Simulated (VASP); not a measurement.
Wanted: the native input for a VASP 6.6.1 run.

| Item | Value |
| --- | --- |
| Task | single point |
| Functional | PBE |
| Potentials or basis | VASP PAW PBE potentials, release 64 (Sn_d, Te) |
| Cutoff | 520 eV |
| k mesh | 10 × 10 × 10 |
| Occupations | gaussian, width 0.2 eV |
| Spin | no spin polarisation |
| Dipole correction | no |
| Further INCAR settings | ALGO = Normal; EDIFF = 1e-06; NBANDS = 24 |

The structure of SnTe3 lies in POSCAR:

```
SnTe3
1.0
    0.0000000000      3.8612190000      3.8612190000
    3.8612190000      0.0000000000      3.8612190000
    3.8612190000      3.8612190000      0.0000000000
Sn Te
1 3
Direct
    0.0000000000      0.0000000000      0.0000000000
    0.2500000000      0.2500000000      0.2500000000
    0.7500000000      0.7500000000      0.7500000000
    0.5000000000      0.5000000000      0.5000000000
```

The input as run:

INCAR

```
SYSTEM = SnTe3
ALGO = Normal
EDIFF = 1E-6
ENCUT = 520
GGA = PE
ISIF = 2
ISMEAR = 0
LASPH = .TRUE.
LCHARG = .FALSE.
LREAL = .FALSE.
LWAVE = .FALSE.
NBANDS = 24
NELM = 60
PREC = Accurate
SIGMA = 0.2
```

KPOINTS

```
k-points
0
G
  10 10 10
  0 0 0
```

Potentials or basis: VASP PAW PBE potentials, release 64 (Sn_d, Te).

Launch:

```bash
$ cat potpaw_PBE.64/Sn_d/POTCAR potpaw_PBE.64/Te/POTCAR > POTCAR
$ mpirun -np 1 vasp_std > vasp.out
```

Results of the run:

```
Pressure               : -0.1 GPa
Band gap on the k mesh : zero (band 16 reaches 8.11 eV, above the bottom of band 17 at 5.88 eV)
```

Caveat: spin-orbit coupling is left out, which moves the levels of the heavy elements.

Run time: 2.2 min on 1 thread of AMD EPYC 7R43 64-Core Processor (Zen 3), with other jobs on the host, peak memory 0.28 GiB.
